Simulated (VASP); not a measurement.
# Ga (P6_3/mmc) in VASP: a series of runs, part 2 of 2

VASP 6.6.1.

**3. Electric field gradients, PBE (19.68 Å³/atom)**

This run uses another cell than the first one, of 19.68 Å³/atom.

File INCAR:

```
PREC = Accurate
ENCUT = 520
EDIFF = 1E-8
ISMEAR = -1
SIGMA = 0.05
LREAL = False
LASPH = True
NELM = 100
ALGO = Normal
ISIF = 2
LWAVE = False
LCHARG = False
GGA = PE
LEFG = True
NBANDS = 20
```

File KPOINTS:

```
Automatic mesh
0
Gamma
  18 18 10
```

File POSCAR:

```
Ga
1.0
    3.0408462604      0.0000000000      0.0000000000
   -1.5204231302      2.6334501105      0.0000000000
    0.0000000000      0.0000000000      4.9142798557
Ga
2
Direct
    0.3333333333      0.6666666667      0.2500000000
    0.6666666667      0.3333333333      0.7500000000
```

Potentials or basis: VASP PAW PBE potentials, release 64 (Ga_d).

On the command line:

```bash
cat potpaw_PBE.64/Ga_d/POTCAR > POTCAR
mpirun -np 1 vasp_std > vasp.out
```

OUTCAR:

```text
PREC = Accurate
   ENCUT = 520
   EDIFF = 1E-8
   ISMEAR = -1
   LREAL = False
   LASPH = True
   NELM = 100
   ISIF = 2
   GGA = PE

 ion  position               nearest neighbor table
   1  0.333  0.667  0.250-
   2  0.667  0.333  0.750-

  LATTYP: Found a hexagonal cell.
 ALAT       =     3.0408462604
 C/A-ratio  =     1.6160895471

  Lattice vectors:

 A1 = (   3.0408462604,   0.0000000000,   0.0000000000)
 A2 = (  -1.5204231302,   2.6334501105,   0.0000000000)
 A3 = (   0.0000000000,   0.0000000000,   4.9142798557)

Analysis of symmetry for initial positions (statically):
=====================================================================
 Subroutine PRICEL returns:
 Original cell was already a primitive cell.

 Routine SETGRP: Setting up the symmetry group for a
 hexagonal supercell.

 Subroutine GETGRP returns: Found 24 space group operations
 (whereof 12 operations were pure point group operations)
 out of a pool of 24 trial point group operations.

The static configuration has the point symmetry D_3d.
 The point group associated with its full space group is D_6h.

Analysis of symmetry for dynamics (positions and initial velocities):
=====================================================================
 Subroutine PRICEL returns:
 Original cell was already a primitive cell.

 Routine SETGRP: Setting up the symmetry group for a
 hexagonal supercell.

 Subroutine GETGRP returns: Found 24 space group operations
 (whereof 12 operations were pure point group operations)
 out of a pool of 24 trial point group operations.

The dynamic configuration has the point symmetry D_3d.
 The point group associated with its full space group is D_6h.

[... 146 lines left out ...]
 E-fermi :   5.2108     XC(G=0): -10.8125

 val. band max:        5.1775613424   @ k =   0.3333   0.2222   0.1000
 cond. band min:       5.2127218766   @ k =   0.3333   0.0556   0.5000
 fundamental gap:      0.0351605342
 Fermi energy:         5.2107561467

 k-point     1 :       0.0000    0.0000    0.0000
  band No.  band energies     occupation
      1      -9.7482      2.00000
      2      -9.6811      2.00000
      3      -9.6702      2.00000
      4      -9.6702      2.00000
      5      -9.6500      2.00000
      6      -9.6499      2.00000
[... 541 lines left out ...]
     19      15.3305      0.00000
     20      15.8327      0.00000

 [... further k-points ...]
[... 5 lines left out ...]
  --------------------------------------------------------------------------------------
  -------------------------------------------------------------------------------------
  Total       -0.3027356     -0.3027356     -0.3011368      0.0000000      0.0000000      0.0000000
  in kB      -12.3252190    -12.3252190    -12.2601259      0.0000000      0.0000000      0.0000000
  external PRESSURE =     -12.3035213 kB  Pullay stress =       0.0000000 kB

 VOLUME and BASIS-vectors are now :
 -----------------------------------------------------------------------------
  energy-cutoff  :      520.00
  volume of cell :       39.35
      direct lattice vectors                 reciprocal lattice vectors
     3.040846260  0.000000000  0.000000000     0.328855823  0.189864998  0.000000000
    -1.520423130  2.633450111  0.000000000     0.000000000  0.379729996  0.000000000
     0.000000000  0.000000000  4.914279856     0.000000000  0.000000000  0.203488615

 POSITION                                       TOTAL-FORCE (eV/Angst)
 -----------------------------------------------------------------------------------
     -0.00000      1.75563      1.22857        -0.000000      0.000000      0.000000
      1.52042      0.87782      3.68571         0.000000     -0.000000      0.000000
 -----------------------------------------------------------------------------------
    total drift:                               -0.000000      0.000000     -0.000000

  FREE ENERGIE OF THE ION-ELECTRON SYSTEM (eV)
  ---------------------------------------------------
  free  energy   TOTEN  =        -5.7546887767 eV

  energy  without entropy=       -5.7468259498  energy(sigma->0) =       -5.75075736

 Electric field gradients (V/A^2)
---------------------------------------------------------------------
 ion       V_xx      V_yy      V_zz      V_xy      V_xz      V_yz
---------------------------------------------------------------------
   1       0.982     0.979    -1.961    -0.003     0.000    -0.000
   2       0.982     0.979    -1.961    -0.003    -0.000     0.000
---------------------------------------------------------------------

 Electric field gradients after diagonalization (V/A^2)
 (convention: |V_zz| > |V_xx| > |V_yy|)
----------------------------------------------------------------------
 ion       V_xx      V_yy      V_zz     asymmetry (V_yy - V_xx)/ V_zz
----------------------------------------------------------------------
   1       0.984     0.978    -1.961       0.003
   2       0.984     0.978    -1.961       0.003
----------------------------------------------------------------------

           NMR quadrupolar parameters

 Cq : quadrupolar parameter    Cq=e*Q*V_zz/h
 eta: asymmetry parameters     (V_yy - V_xx)/ V_zz
 Q  : nuclear electric quadrupole moment in mb (millibarn)
----------------------------------------------------------------------
 ion       Cq(MHz)       eta       Q (mb)
----------------------------------------------------------------------
   1      -0.005       0.003       1.000
   2      -0.005       0.003       1.000
----------------------------------------------------------------------
```

OSZICAR:

```text
N       E                     dE             d eps       ncg     rms          rms(c)
DAV:   1     0.135633331461E+03    0.13563E+03   -0.13394E+04  9212   0.244E+03
DAV:   2     0.613581787313E+01   -0.12950E+03   -0.12620E+03  9268   0.388E+02
DAV:   3    -0.562121349215E+01   -0.11757E+02   -0.11694E+02 10092   0.951E+01
DAV:   4    -0.580220613418E+01   -0.18099E+00   -0.18089E+00 10264   0.131E+01
DAV:   5    -0.580517869377E+01   -0.29726E-02   -0.29724E-02 10400   0.166E+00    0.108E+00
DAV:   6    -0.576532550362E+01    0.39853E-01   -0.69275E-02 12088   0.411E+00    0.555E-01
DAV:   7    -0.575572031689E+01    0.96052E-02   -0.14197E-02 12840   0.153E+00    0.153E-01
DAV:   8    -0.575467761574E+01    0.10427E-02   -0.14738E-03  9876   0.545E-01    0.106E-02
DAV:   9    -0.575468706991E+01   -0.94542E-05   -0.39795E-05 11960   0.584E-02    0.479E-03
DAV:  10    -0.575468904587E+01   -0.19760E-05   -0.21286E-06 10280   0.183E-02    0.448E-04
DAV:  11    -0.575468885166E+01    0.19421E-06   -0.10735E-07 10236   0.395E-03    0.281E-04
DAV:  12    -0.575468876575E+01    0.85912E-07   -0.78182E-09  6716   0.875E-04    0.221E-05
DAV:  13    -0.575468877596E+01   -0.10211E-07   -0.10790E-09  5416   0.339E-04    0.119E-05
DAV:  14    -0.575468877673E+01   -0.77034E-09   -0.34457E-10  5108   0.213E-04
   1 F= -.57546888E+01 E0= -.57507574E+01  d E =-.786283E-02
```

Wall time 2.1 min (1 thread of Intel Xeon Platinum 8375C at 2.90GHz (Ice Lake), shared host); peak memory 0.26 GiB.

Results:

```yaml
Free_energy: -5.7547 eV
Pressure: -1.2 GPa
Band_gap_on_the_k_mesh: zero (bands 13 and 14 overlap by 7.25 eV)
Largest_electric_field_gradient_by_atom: Ga -2.0 V/Å²
```

Levels at points of the mesh, in eV from the Fermi level:
```tsv
k point	band 9	band 10	band 11	band 12	band 13	band 14	band 15	band 16	band 17	band 18
(0.00, 0.00, 0.00)	-14.71	-14.71	-10.77	-4.83	-3.76	9.16	9.16	11.09	11.09	12.11
(0.50, 0.00, 0.00)	-14.69	-14.69	-5.61	-4.75	0.28	0.65	1.03	3.11	4.66	8.11
(0.00, 0.00, 0.50)	-14.75	-14.75	-9.17	-9.17	3.63	3.63	10.30	10.30	10.30	10.30
(0.50, 0.00, 0.50)	-14.69	-14.69	-4.11	-4.11	-3.02	-3.02	6.31	6.31	7.15	7.15
```

Electric field gradients, principal values (V/Å²):
```csv
atom,least,middle,greatest (by size)
1 Ga,0.978,0.984,-1.961
2 Ga,0.978,0.984,-1.961
```

Caveat: without QUAD_EFG the Cq values of the log hold for a quadrupole moment of 1 mb, not for the nuclei.
